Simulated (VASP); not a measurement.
# SnSe (Fm-3m) in VASP: a series of runs, part 2 of 2

VASP 6.6.1. Earlier steps stand in the parts before.

## (3) Single point, BLYP+D3(BJ)

File INCAR:

```
SYSTEM = SnSe
PREC = Accurate
ENCUT = 520
EDIFF = 1E-7
ISMEAR = -1
SIGMA = 0.05
LREAL = .FALSE.
LASPH = .TRUE.
NELM = 100
ALGO = Normal
ISIF = 2
LWAVE = .FALSE.
LCHARG = .FALSE.
GGA = B5
ALDAX = 1.0
AGGAX = 1.0
AGGAC = 1.0
ALDAC = 0.0
IVDW = 12
VDW_S6 = 1.0
VDW_S8 = 2.6996
VDW_A1 = 0.4298
VDW_A2 = 4.2359
NBANDS = 17
```

File KPOINTS:

```
regular mesh
0
G
  8 8 8
  0 0 0
```

File POSCAR:

```
SnSe
1.0
    0.0000000000      3.0496098055      3.0496098055
    3.0496098055      0.0000000000      3.0496098055
    3.0496098055      3.0496098055      0.0000000000
Sn Se
1 1
Direct
    0.0000000000      0.0000000000      0.0000000000
    0.5000000000      0.5000000000      0.5000000000
```

Potentials or basis: VASP PAW PBE potentials, release 64 (Sn_d, Se).

Started as:

```console
> cat potpaw_PBE.64/Sn_d/POTCAR potpaw_PBE.64/Se/POTCAR > POTCAR
> mpirun -np 1 vasp_std > vasp.out
```

OUTCAR:

```text
SYSTEM = SnSe
   PREC = Accurate
   ENCUT = 520
   EDIFF = 1E-7
   ISMEAR = -1
   LREAL = .FALSE.
   LASPH = .TRUE.
   NELM = 100
   ISIF = 2
   GGA = B5
   IVDW = 12
 IVDW          = 12

 ion  position               nearest neighbor table
   1  0.000  0.000  0.000-   2 3.05   2 3.05   2 3.05   2 3.05   2 3.05   2 3.05
   2  0.500  0.500  0.500-   1 3.05   1 3.05   1 3.05   1 3.05   1 3.05   1 3.05

  LATTYP: Found a face centered cubic cell.
 ALAT       =     6.0992196110

  Lattice vectors:

 A1 = (   0.0000000000,   3.0496098055,   3.0496098055)
 A2 = (   3.0496098055,   0.0000000000,   3.0496098055)
 A3 = (   3.0496098055,   3.0496098055,   0.0000000000)

Analysis of symmetry for initial positions (statically):
=====================================================================
 Subroutine PRICEL returns:
 Original cell was already a primitive cell.

 Routine SETGRP: Setting up the symmetry group for a
 face centered cubic supercell.

 Subroutine GETGRP returns: Found 48 space group operations
[... 9 lines left out ...]

 Routine SETGRP: Setting up the symmetry group for a
 face centered cubic supercell.

[... 147 lines left out ...]
  free energy    TOTEN  =        -7.04209352 eV

  energy without entropy =       -7.04165113  energy(sigma->0) =       -7.04187233

 E-fermi :   5.8385     XC(G=0):  -8.8154

 val. band max:        5.7168315754   @ k =   0.5000   0.0000   0.0000
 cond. band min:       5.9604537318   @ k =   0.5000   0.0000   0.0000
 fundamental gap:      0.2436221564
 Fermi energy:         5.8384846918

 k-point     1 :       0.0000    0.0000    0.0000
  band No.  band energies     occupation
      1     -16.0363      2.00000
      2     -16.0363      2.00000
      3     -16.0357      2.00000
      4     -16.0357      2.00000
      5     -16.0357      2.00000
      6      -8.0164      2.00000
[... 457 lines left out ...]
      4     -16.0284      2.00000
      5     -16.0242      2.00000
      6      -7.0543      2.00000
[... 9 lines left out ...]
     16      16.5081      0.00000
     17      16.5305      0.00000

 [... further k-points ...]

------------------------ aborting loop because EDIFF is reached ----------------------------------------

 Edisp (eV)   -1.57093

 E8    (eV) :    -1.1729

  FORCE on cell =-STRESS in cart. coord.  units (eV):
  Direction    XX          YY          ZZ          XY          YZ          ZX
  --------------------------------------------------------------------------------------
  -------------------------------------------------------------------------------------
  Total      -0.62371    -0.62371    -0.62371    -0.00000     0.00000    -0.00000
  in kB     -17.61687   -17.61687   -17.61687    -0.00000     0.00000    -0.00000
  external pressure =      -17.62 kB  Pullay stress =        0.00 kB

 VOLUME and BASIS-vectors are now :
 -----------------------------------------------------------------------------
  energy-cutoff  :      520.00
  volume of cell :       56.72
      direct lattice vectors                 reciprocal lattice vectors
     0.000000000  3.049609805  3.049609805    -0.163955401  0.163955401  0.163955401
     3.049609805  0.000000000  3.049609805     0.163955401 -0.163955401  0.163955401
     3.049609805  3.049609805  0.000000000     0.163955401  0.163955401 -0.163955401

 POSITION                                       TOTAL-FORCE (eV/Angst)
 -----------------------------------------------------------------------------------
      0.00000      0.00000      0.00000         0.000000      0.000000      0.000000
      3.04961      3.04961      3.04961         0.000000      0.000000      0.000000
 -----------------------------------------------------------------------------------
    total drift:                                0.000000     -0.000000     -0.000000

  FREE ENERGIE OF THE ION-ELECTRON SYSTEM (eV)
  ---------------------------------------------------
  free  energy   TOTEN  =        -8.6130222316 eV

  energy  without entropy=       -8.6125798376  energy(sigma->0) =       -8.61280103
```

OSZICAR:

```text
N       E                     dE             d eps       ncg     rms          rms(c)
DAV:   1     0.132612232775E+03    0.13261E+03   -0.97425E+03  1004   0.140E+03
DAV:   2     0.534588263822E+01   -0.12727E+03   -0.12312E+03  1092   0.342E+02
DAV:   3    -0.700098143323E+01   -0.12347E+02   -0.12273E+02  1168   0.934E+01
DAV:   4    -0.732916345558E+01   -0.32818E+00   -0.32790E+00  1179   0.164E+01
DAV:   5    -0.733892575310E+01   -0.97623E-02   -0.97620E-02  1423   0.270E+00    0.295E+00
DAV:   6    -0.703429448980E+01    0.30463E+00   -0.86133E-01  1343   0.524E+00    0.164E+00
DAV:   7    -0.703843550229E+01   -0.41410E-02   -0.11465E-01  1118   0.148E+00    0.963E-01
DAV:   8    -0.704247495369E+01   -0.40395E-02   -0.11983E-02  1150   0.945E-01    0.162E-01
DAV:   9    -0.704198621613E+01    0.48874E-03   -0.23421E-03  1337   0.350E-01    0.674E-02
DAV:  10    -0.704208734225E+01   -0.10113E-03   -0.26828E-04  1149   0.995E-02    0.140E-02
DAV:  11    -0.704209314192E+01   -0.57997E-05   -0.14542E-05  1389   0.325E-02    0.432E-03
DAV:  12    -0.704209357536E+01   -0.43344E-06   -0.12714E-06  1309   0.129E-02    0.858E-04
DAV:  13    -0.704209352425E+01    0.51101E-07   -0.71168E-08   917   0.185E-03
   1 F= -.86130222E+01 E0= -.86128010E+01  d E =-.442394E-03
```

Run time: 24 s. Hardware: 1 thread of Intel Xeon Platinum 8488C (Sapphire Rapids), shared host; peak memory 0.19 GiB.

Results:

| Item | Value |
| --- | --- |
| Free energy | -8.6130 eV |
| Pressure | -1.8 GPa |
| Band gap on the k mesh | 0.24 eV, direct |
| Dispersion energy per atom | -0.785 eV |

Caveat: the PAW data sets were made with another functional, which shifts forces and pressure a little; spin-orbit coupling is left out, which moves the levels of the heavy elements. A k mesh can miss the band edges.

## (4) Single point, PBE+D4

This run uses another cell than the first one, of 28.91 Å³/atom, 1.019 times its volume.

File INCAR:

```
PREC = Accurate ; ENCUT = 520
EDIFF = 1E-6 ; ISMEAR = -1
SIGMA = 0.05 ; LREAL = False
LASPH = True ; NELM = 100
ALGO = Normal ; ISIF = 2
LWAVE = False ; LCHARG = False
GGA = PE ; IVDW = 13
NBANDS = 17
```

File KPOINTS:

```
regular mesh
0
Gamma
  8 8 8
```

File POSCAR:

```
SnSe
1.0
    0.0000000000      3.0690345955      3.0690345955
    3.0690345955      0.0000000000      3.0690345955
    3.0690345955      3.0690345955      0.0000000000
Sn Se
1 1
Direct
    0.0000000000      0.0000000000      0.0000000000
    0.5000000000      0.5000000000      0.5000000000
```

Potentials or basis: VASP PAW PBE potentials, release 64 (Sn_d, Se).

Started as:

```console
> cat potpaw_PBE.64/Sn_d/POTCAR potpaw_PBE.64/Se/POTCAR > POTCAR
> mpirun -np 1 vasp_std > vasp.out
```

OUTCAR:

```text
PREC = Accurate
   ENCUT = 520
   EDIFF = 1E-6
   ISMEAR = -1
   LREAL = False
   LASPH = True
   NELM = 100
   ISIF = 2
   GGA = PE
   IVDW = 13

 ion  position               nearest neighbor table
   1  0.000  0.000  0.000-   2 3.07   2 3.07   2 3.07   2 3.07   2 3.07   2 3.07
   2  0.500  0.500  0.500-   1 3.07   1 3.07   1 3.07   1 3.07   1 3.07   1 3.07

  LATTYP: Found a face centered cubic cell.
 ALAT       =     6.1380691910

  Lattice vectors:

 A1 = (   0.0000000000,   3.0690345955,   3.0690345955)
 A2 = (   3.0690345955,   0.0000000000,   3.0690345955)
 A3 = (   3.0690345955,   3.0690345955,   0.0000000000)

Analysis of symmetry for initial positions (statically):
=====================================================================
 Subroutine PRICEL returns:
 Original cell was already a primitive cell.

 Routine SETGRP: Setting up the symmetry group for a
 face centered cubic supercell.

 Subroutine GETGRP returns: Found 48 space group operations
[... 9 lines left out ...]

 Routine SETGRP: Setting up the symmetry group for a
 face centered cubic supercell.

 Subroutine GETGRP returns: Found 48 space group operations
[... 11 lines left out ...]
                                     Primitive cell

  volume of cell :      57.8143

  direct lattice vectors                    reciprocal lattice vectors
     0.000000000  3.069034595  3.069034595    -0.162917681  0.162917681  0.162917681
     3.069034595  0.000000000  3.069034595     0.162917681 -0.162917681  0.162917681
     3.069034595  3.069034595  0.000000000     0.162917681  0.162917681 -0.162917681

  length of vectors
     4.340270348  4.340270348  4.340270348     0.282181701  0.282181701  0.282181701

  position of ions in fractional coordinates (direct lattice)
     0.000000000  0.000000000  0.000000000
     0.500000000  0.500000000  0.500000000

  ion indices of the primitive-cell ions
   primitive index   ion index
                 1           1
                 2           2

[... 86 lines left out ...]
   ISMEAR =    -1;   SIGMA  =   0.05  broadening in eV -4-tet -1-fermi 0-gaus
   EFERMI_NEDOS =   21; number of points for ismear=-14 and -15
   IALGO  =     38    algorithm
   IMIX   =      4    mixing-type and parameters
     AMIX     =   0.40;   BMIX     =  1.00
     AMIX_MAG =   1.60;   BMIX_MAG =  1.00
  volume/ion in A,a.u.               =      28.91       195.08
  Fermi-wavevector in a.u.,A,eV,Ry     =   1.149228  2.171727 17.969570  1.320726
  Thomas-Fermi vector in A             =   2.285899
   LORBIT       =      0    0 simple, 1 ext, 2 COOP (PROOUT), +10 PAW based schemes
   GGA     = PE    functional components
   LHFCALC =     F    Hartree Fock is set to
   AEXX    =    0.0000 exact exchange contribution
   IVDW    =    13    specifies the selected vdW correction
   LEPSILON=     F    determine dielectric tensor
   LRPA    =     F    only Hartree local field effects (RPA)
 non-spin polarized calculation
  energy-cutoff  :      520.00
  volume of cell :       57.81
 maximum number of plane-waves:      1588
   NGX = 17   NGY = 17   NGZ = 17

 number of electron      19.9999991 magnetization

 Free energy of the ion-electron system (eV)
  ---------------------------------------------------
  ext. energy  EPLUGINS =         0.00000000
  ---------------------------------------------------
  free energy    TOTEN  =        -8.20930471 eV

  energy without entropy =       -8.20907476  energy(sigma->0) =       -8.20918974

 E-fermi :   5.1647     XC(G=0):  -9.3364

 val. band max:        4.9948286208   @ k =   0.5000   0.0000   0.0000
 cond. band min:       5.3354763760   @ k =   0.5000   0.0000   0.0000
 fundamental gap:      0.3406477552
 Fermi energy:         5.1646822628

 k-point     1 :       0.0000    0.0000    0.0000
  band No.  band energies     occupation
      1     -16.6689      2.00000
      2     -16.6689      2.00000
      3     -16.6689      2.00000
      4     -16.6646      2.00000
      5     -16.6646      2.00000
      6      -8.5276      2.00000
[... 457 lines left out ...]
      4     -16.6617      2.00000
      5     -16.6577      2.00000
      6      -7.5957      2.00000
[... 9 lines left out ...]
     16      15.5730      0.00000
     17      15.7077      0.00000

 [... further k-points ...]

------------------------ aborting loop because EDIFF is reached ----------------------------------------

  DFT-D4 for vdW energy calculation

  Edisp (eV):   -0.76539

  FORCE on cell =-STRESS in cart. coord.  units (eV):
  Direction    XX          YY          ZZ          XY          YZ          ZX
  --------------------------------------------------------------------------------------
  -------------------------------------------------------------------------------------
  Total       0.13060     0.13060     0.13060     0.00000     0.00000     0.00000
  in kB       3.61934     3.61934     3.61934     0.00000     0.00000     0.00000
  external pressure =        3.62 kB  Pullay stress =        0.00 kB

 VOLUME and BASIS-vectors are now :
 -----------------------------------------------------------------------------
  energy-cutoff  :      520.00
  volume of cell :       57.81
      direct lattice vectors                 reciprocal lattice vectors
     0.000000000  3.069034595  3.069034595    -0.162917681  0.162917681  0.162917681
     3.069034595  0.000000000  3.069034595     0.162917681 -0.162917681  0.162917681
     3.069034595  3.069034595  0.000000000     0.162917681  0.162917681 -0.162917681

 POSITION                                       TOTAL-FORCE (eV/Angst)
 -----------------------------------------------------------------------------------
      0.00000      0.00000      0.00000        -0.000000     -0.000000      0.000000
      3.06903      3.06903      3.06903         0.000000      0.000000     -0.000000
 -----------------------------------------------------------------------------------
    total drift:                                0.000000     -0.000000     -0.000000

  FREE ENERGIE OF THE ION-ELECTRON SYSTEM (eV)
  ---------------------------------------------------
  free  energy   TOTEN  =        -8.9746903551 eV

  energy  without entropy=       -8.9744604118  energy(sigma->0) =       -8.97457538
```

Wall time 14 s (1 thread of Intel Xeon Platinum 8488C (Sapphire Rapids), shared host); peak memory 0.18 GiB.

What came out:

```yaml
Free_energy: -8.9747 eV
Pressure: 0.4 GPa
Band_gap_on_the_k_mesh: 0.34 eV, direct
Dispersion_energy_per_atom: -0.383 eV
```

Levels at points of the mesh, in eV from the valence-band top:
| k point | band 8 | band 9 | band 10 | band 11 | band 12 | band 13 |
| --- | --- | --- | --- | --- | --- | --- |
| (0.00, 0.00, 0.00) | -2.06 | -2.06 | -2.06 | 4.06 | 4.06 | 4.06 |
| (0.50, 0.00, 0.00) | -1.83 | -1.83 | 0.00 | 0.34 | 1.25 | 1.25 |
| (0.50, 0.50, 0.00) | -5.11 | -3.40 | -3.40 | 3.19 | 4.99 | 4.99 |

Caveat: spin-orbit coupling is left out, which moves the levels of the heavy elements. A k mesh can miss the band edges.

## (5) Summary

```csv
level,cell,gap on the mesh (eV),pressure (GPa)
revPBE,"a = 4.313 Å, angles 60.0°, 2 atoms",0.38,0.1
BLYP+D3(BJ),"a = 4.313 Å, angles 60.0°, 2 atoms",0.24,-1.8
PBE+D4,"a = 4.340 Å, angles 60.0°, 2 atoms",0.34,0.4
```

Alike in all rows: task single point; potentials or basis VASP PAW PBE potentials, release 64 (Sn_d, Se); no spin polarisation; k mesh 8 × 8 × 8; cutoff (eV) 520; smearing fermi-dirac 0.05 eV.

Caveats: spin-orbit coupling is left out, which moves the levels of the heavy elements; the PAW data sets were made with another functional, which shifts forces and pressure a little (some runs).

Total energies depend on the potentials used, so only differences within one code and one set of settings carry meaning.
